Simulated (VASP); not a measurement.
# MnSb (P6_3/mmc) in VASP: further runs, part 2 of 2

VASP 6.6.1.

**5. Single point, PBEsol, collinear spin, ferromagnetic start**

File INCAR:

```
SYSTEM = MnSb
PREC     = Accurate       ! precision mode
ENCUT    = 520            ! plane-wave cutoff, eV
EDIFF    = 1E-6           ! SCF threshold, eV
ISMEAR   = -1             ! smearing method
SIGMA    = 0.05           ! smearing width, eV
LREAL    = .FALSE.        ! projectors in reciprocal space
LASPH    = .TRUE.         ! aspherical terms in the spheres
NELM     = 150            ! most SCF steps
ALGO     = Normal         ! electronic algorithm
ISIF     = 2              ! what is computed and relaxed
LWAVE    = .FALSE.        ! write WAVECAR
LCHARG   = .FALSE.        ! write CHGCAR
ISPIN    = 2              ! spin polarisation
MAGMOM   = 0 0 1 1        ! initial moments
LORBIT   = 11             ! projections on sites
NUPDOWN  = 2.0            ! fixed moment
LMAXMIX  = 4              ! l up to which the mixer works
GGA      = PS             ! functional
NBANDS   = 30             ! bands
```

File KPOINTS:

```
regular mesh
0
G
  6 6 4
  0 0 0
```

File POSCAR:

```
MnSb
1.0
    4.1500000000      0.0000000000      0.0000000000
   -2.0750000000      3.5940054257      0.0000000000
    0.0000000000      0.0000000000      5.7800000000
Sb Mn
2 2
Direct
    0.6666666667      0.3333333333      0.7500000000
    0.3333333333      0.6666666667      0.2500000000
    0.0000000000      0.0000000000      0.5000000000
    0.0000000000      0.0000000000      0.0000000000
```

Started as:

```console
> cat potpaw_PBE.64/Sb/POTCAR potpaw_PBE.64/Mn_pv/POTCAR > POTCAR
> mpirun -np 1 vasp_std > vasp.out
```

Wall time 49 s (1 thread of Intel Xeon 6975P-C (Granite Rapids), shared host); peak memory 0.28 GiB.

It converged, with:

- Free energy: -26.6968 eV
- Pressure: -18.5 GPa
- Net moment: 2.00 μB per cell
- Site moments: Sb -0.10; Mn +1.18 μB
- Valence electrons inside the program's atomic spheres: Sb 2.38; Mn 11.57

Stress tensor (GPa, compression positive):
```
-17.11   0.00   0.00
  0.00 -17.11   0.00
  0.00   0.00 -21.29
```

Caveat: the cell stands under tension; the PAW data sets were made with another functional, which shifts forces and pressure a little; spin-orbit coupling is left out, which moves the levels of the heavy elements; the total moment is fixed, so each spin has its own Fermi level; only a ferromagnetic start was run, and an antiferromagnetic order may lie lower in energy.

**6. Single point, PBEsol, collinear spin, ferromagnetic start**

File INCAR:

```
ALGO = Normal
EDIFF = 1E-6
ENCUT = 520
GGA = PS
ISIF = 2
ISMEAR = -1
ISPIN = 2
LASPH = True
LCHARG = True
LELF = True
LMAXMIX = 4
LORBIT = 11
LREAL = False
LVHAR = True
LWAVE = False
MAGMOM = 0 0 2 2
NBANDS = 30
NELM = 150
NUPDOWN = 4.0
PREC = Accurate
SIGMA = 0.05
```

File KPOINTS:

```
k-points
0
Gamma
  6 6 4
```

POSCAR is that of step 5.

Potentials or basis: VASP PAW PBE potentials, release 64 (Sb, Mn_pv).

Started as:

```console
> cat potpaw_PBE.64/Sb/POTCAR potpaw_PBE.64/Mn_pv/POTCAR > POTCAR
> mpirun -np 1 vasp_std > vasp.out
```

OUTCAR:

```text
EDIFF = 1E-6
   ENCUT = 520
   GGA = PS
   ISIF = 2
   ISMEAR = -1
   ISPIN = 2
   LASPH = True
   LORBIT = 11
   LREAL = False
   NELM = 150
   NUPDOWN = 4.0
   PREC = Accurate

 ion  position               nearest neighbor table
   1  0.667  0.333  0.750-   3 2.80   4 2.80   3 2.80   4 2.80   3 2.80   4 2.80   2 3.75   2 3.75
                             2 3.75   2 3.75   2 3.75   2 3.75
   2  0.333  0.667  0.250-   3 2.80   4 2.80   3 2.80   4 2.80   3 2.80   4 2.80   1 3.75   1 3.75
                             1 3.75   1 3.75   1 3.75   1 3.75
   3  0.000  0.000  0.500-   1 2.80   2 2.80   2 2.80   1 2.80   1 2.80   2 2.80   4 2.89   4 2.89

   4  0.000  0.000  0.000-   1 2.80   2 2.80   2 2.80   1 2.80   1 2.80   2 2.80   3 2.89   3 2.89

  LATTYP: Found a hexagonal cell.
 ALAT       =     4.1500000000
 C/A-ratio  =     1.3927710843

  Lattice vectors:

 A1 = (   4.1500000000,   0.0000000000,   0.0000000000)
 A2 = (  -2.0750000000,   3.5940054257,   0.0000000000)
 A3 = (   0.0000000000,   0.0000000000,   5.7800000000)

Analysis of symmetry for initial positions (statically):
=====================================================================
 Subroutine PRICEL returns:
 Original cell was already a primitive cell.

 Routine SETGRP: Setting up the symmetry group for a
 hexagonal supercell.

 Subroutine GETGRP returns: Found 24 space group operations
 (whereof 12 operations were pure point group operations)
 out of a pool of 24 trial point group operations.

The static configuration has the point symmetry D_3d.
 The point group associated with its full space group is D_6h.

Analysis of symmetry for dynamics (positions and initial velocities):
=====================================================================
 Subroutine PRICEL returns:
 Original cell was already a primitive cell.

 Routine SETGRP: Setting up the symmetry group for a
 hexagonal supercell.

 Subroutine GETGRP returns: Found 24 space group operations
 (whereof 12 operations were pure point group operations)
 out of a pool of 24 trial point group operations.

The dynamic configuration has the point symmetry D_3d.
 The point group associated with its full space group is D_6h.

Analysis of structural, dynamic, and magnetic symmetry:
=====================================================================
 Subroutine PRICEL returns:
 Original cell was already a primitive cell.

 Routine SETGRP: Setting up the symmetry group for a
 hexagonal supercell.

 Subroutine GETGRP returns: Found 24 space group operations
 (whereof 12 operations were pure point group operations)
 out of a pool of 24 trial point group operations.

The overall configuration has the point symmetry D_3d.
 The point group associated with its full space group is D_6h.

 Subroutine INISYM returns: Found 24 space group operations
 (whereof 12 operations are pure point group operations),
 and found     1 'primitive' translations

----------------------------------------------------------------------------------------

                                     Primitive cell

  volume of cell :      86.2094

  direct lattice vectors                    reciprocal lattice vectors
     4.150000000  0.000000000  0.000000000     0.240963855  0.139120547  0.000000000
    -2.075000000  3.594005426  0.000000000     0.000000000  0.278241094  0.000000000
[... 79 lines left out ...]
   ISPIN  =      2    spin polarized calculation?
   LNONCOLLINEAR =      F non collinear calculations
   LSORBIT =      F    spin-orbit coupling
   LASPH  =      T    aspherical Exc in radial PAW
   ENCUT  =  520.0 eV  38.22 Ry    6.18 a.u.   7.72  7.72 10.75*2*pi/ulx,y,z
   NELM   =    150;   NELMIN=  2; NELMDL= -5     # of ELM steps
   EDIFF  = 0.1E-05   stopping-criterion for ELM
   LREAL  =      F    real-space projection
[... 7 lines left out ...]
   TEBEG  =    0.0;   TEEND  =   0.0 temperature during run
   PSTRESS=    0.0 pullay stress
   NELECT =      36.0000    total number of electrons
   NUPDOWN=       4.0000    fix difference up-down
   EMIN   =  10.00;   EMAX   =-10.00  energy-range for DOS
   EFERMI =   0.00;   METHOD = LEGACY
   ISMEAR =    -1;   SIGMA  =   0.05  broadening in eV -4-tet -1-fermi 0-gaus
   EFERMI_NEDOS =   21; number of points for ismear=-14 and -15
   IALGO  =     38    algorithm
   IMIX   =      4    mixing-type and parameters
     AMIX     =   0.40;   BMIX     =  1.00
     AMIX_MAG =   1.60;   BMIX_MAG =  1.00
  volume/ion in A,a.u.               =      21.55       145.44
  Fermi-wavevector in a.u.,A,eV,Ry     =   1.223651  2.312364 20.372288  1.497321
  Thomas-Fermi vector in A             =   2.358754
   LORBIT       =     11    0 simple, 1 ext, 2 COOP (PROOUT), +10 PAW based schemes
   GGA     = PS    functional components
   LHFCALC =     F    Hartree Fock is set to
   AEXX    =    0.0000 exact exchange contribution
   IVDW    =     0    specifies the selected vdW correction
   LEPSILON=     F    determine dielectric tensor
   LRPA    =     F    only Hartree local field effects (RPA)
 spin polarized calculation
  energy-cutoff  :      520.00
  volume of cell :       86.21
 maximum number of plane-waves:      2350
 NGX is ok and might be reduce to    32
   NGX = 15   NGY = 15   NGZ = 21

 number of electron      36.0000010 magnetization       4.0000003

 Free energy of the ion-electron system (eV)
  ---------------------------------------------------
  ext. energy  EPLUGINS =         0.00000000
  ---------------------------------------------------
  free energy    TOTEN  =       -27.47933120 eV

  energy without entropy =      -27.42382949  energy(sigma->0) =      -27.45158035

 E-fermi :   7.6853     XC(G=0): -10.7595

 val. band max:        7.6785026188   @ k =   0.3333   0.0000   0.2500
 cond. band min:       6.9446638599   @ k =   0.3333   0.1667   0.5000
 fundamental gap:     -0.7338387589
 Fermi energy:         6.9037707687

 spin component 1

 k-point     1 :       0.0000    0.0000    0.0000
  band No.  band energies     occupation
      1     -41.5638      1.00000
      2     -41.5638      1.00000
      3     -41.5560      1.00000
      4     -41.5560      1.00000
      5     -41.3928      1.00000
      6     -41.3106      1.00000
[... 682 lines left out ...]
     29      15.3191      0.00000
     30      15.3191      0.00000
 Fermi energy:         7.6853427290

 spin component 2

 k-point     1 :       0.0000    0.0000    0.0000
  band No.  band energies     occupation
      1     -39.2303      1.00000
      2     -39.1475      1.00000
      3     -39.1475      1.00000
      4     -39.1385      1.00000
      5     -39.1385      1.00000
      6     -39.1378      1.00000
[... 682 lines left out ...]
     29      15.5247      0.00000
     30      15.5247      0.00000

------------------------ aborting loop because EDIFF is reached ----------------------------------------

  FORCE on cell =-STRESS in cart. coord.  units (eV):
  Direction    XX          YY          ZZ          XY          YZ          ZX
  --------------------------------------------------------------------------------------
  -------------------------------------------------------------------------------------
  Total       -7.7777949     -7.7777949     -9.2841754      0.0000000      0.0000000      0.0000000
  in kB     -144.5481054   -144.5481054   -172.5437587      0.0000000      0.0000000      0.0000000
  external PRESSURE =    -153.8799899 kB  Pullay stress =       0.0000000 kB

 VOLUME and BASIS-vectors are now :
 -----------------------------------------------------------------------------
  energy-cutoff  :      520.00
  volume of cell :       86.21
      direct lattice vectors                 reciprocal lattice vectors
     4.150000000  0.000000000  0.000000000     0.240963855  0.139120547  0.000000000
    -2.075000000  3.594005426  0.000000000     0.000000000  0.278241094  0.000000000
     0.000000000  0.000000000  5.780000000     0.000000000  0.000000000  0.173010381

 POSITION                                       TOTAL-FORCE (eV/Angst)
 -----------------------------------------------------------------------------------
      2.07500      1.19800      4.33500         0.000000     -0.000000      0.000000
     -0.00000      2.39600      1.44500        -0.000000      0.000000      0.000000
      0.00000      0.00000      2.89000         0.000000      0.000000      0.000000
      0.00000      0.00000      0.00000         0.000000      0.000000      0.000000
 -----------------------------------------------------------------------------------
    total drift:                               -0.000000      0.000000      0.000000

  FREE ENERGIE OF THE ION-ELECTRON SYSTEM (eV)
  ---------------------------------------------------
  free  energy   TOTEN  =       -27.4793311990 eV

  energy  without entropy=      -27.4238294917  energy(sigma->0) =      -27.45158035

 total charge

# of ion       s       p       d       tot
------------------------------------------
    1        1.125   1.221   0.048   2.394
    2        1.125   1.221   0.048   2.394
    3        0.264   6.189   5.108  11.561
    4        0.264   6.189   5.108  11.561
--------------------------------------------------
tot          2.778  14.820  10.311  27.910

 magnetization (x)

# of ion       s       p       d       tot
------------------------------------------
    1       -0.012  -0.155  -0.002  -0.169
    2       -0.012  -0.155  -0.002  -0.169
    3        0.017   0.003   2.221   2.241
    4        0.017   0.003   2.221   2.241
--------------------------------------------------
tot          0.010  -0.304   4.437   4.143
```

Wall time 56 s (1 thread of Intel Xeon 6975P-C (Granite Rapids), shared host); peak memory 0.29 GiB.

Results:

```yaml
Free_energy: -27.4793 eV
Pressure: -15.4 GPa
Net_moment: 4.00 μB per cell
Site_moments: Sb -0.17; Mn +2.24 μB
Valence_electrons_inside_the_program's_atomic_spheres: Sb 2.39; Mn 11.56
```

Caveat: the cell stands under tension; the PAW data sets were made with another functional, which shifts forces and pressure a little; spin-orbit coupling is left out, which moves the levels of the heavy elements; the total moment is fixed, so each spin has its own Fermi level; only a ferromagnetic start was run, and an antiferromagnetic order may lie lower in energy.

**7. The runs side by side**

```tsv
level	spin	fixed moment (μB)	k mesh	grid for exact exchange (PRECFOCK)	share of exact exchange	screening parameter	gap on the mesh (eV)	pressure (GPa)	moment (μB)
PBE-based screened hybrid with 25 % exact exchange	collinear, ferromagnetic start	-	4 × 4 × 3	Normal	0.25	0.2 1/Å	none	4.2	8.00
PBE-based screened hybrid with 25 % exact exchange	collinear, ferromagnetic start	-	4 × 4 × 3	Normal	0.25	0.3 1/Å	none	4.4	8.00
PBEsol	collinear, zero start	0.0	6 × 6 × 4	-	-	-	-	-20.0	0.00
PBEsol	collinear, ferromagnetic start	2.0	6 × 6 × 4	-	-	-	-	-18.5	2.00
PBEsol	collinear, ferromagnetic start	4.0	6 × 6 × 4	-	-	-	-	-15.4	4.00
```

Alike in all rows: task single point; potentials or basis VASP PAW PBE potentials, release 64 (Sb, Mn_pv); cell as given; cutoff (eV) 520; smearing fermi-dirac 0.05 eV.

Caveats: some runs use coarse meshes; the PAW data sets were made with another functional, which shifts forces and pressure a little; spin-orbit coupling is left out, which moves the levels of the heavy elements; the cell stands under tension (at least some runs); the total moment is fixed, so each spin has its own Fermi level (at least some runs).

Total energies depend on the potentials used, so only differences within one code and one set of settings carry meaning.
